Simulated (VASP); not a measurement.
Input of a VASP 6.6.1 run:

The input INCAR:

```
PREC = Accurate
ENCUT = 520
EDIFF = 1E-6
ISMEAR = 0
SIGMA = 0.15
LREAL = F
LASPH = T
NELM = 100
ALGO = Normal
ISIF = 2
LWAVE = F
LCHARG = F
GGA = PE
NBANDS = 15
```

The input KPOINTS:

```
regular mesh
0
Gamma
  18 18 18
```

The input POSCAR:

```
ZrC
1.0
    0.0000000000      2.2562016000      2.3502100000
    2.2562016000      0.0000000000      2.3502100000
    2.2562016000      2.2562016000      0.0000000000
Zr C
1 1
Direct
    0.5000000000      0.5000000000      0.5000000000
    0.0000000000      0.0000000000      0.0000000000
```

Potentials or basis: VASP PAW PBE potentials, release 64 (Zr_sv, C).

Launch:

```console
$ cat potpaw_PBE.64/Zr_sv/POTCAR potpaw_PBE.64/C/POTCAR > POTCAR
$ mpirun -np 1 vasp_std > vasp.out
```

(1) What does it give for the pressure?

(2) Predict the band gap on the k mesh.

Results:

(1) 24.1 GPa.

(2) zero (bands 8 and 9 overlap by 1.47 eV).

Caveat: the cell differs from its parent crystal (strain -0.040 along x and y, +0.000 along z); the stress differs along the axes, from 11 to 31 GPa.
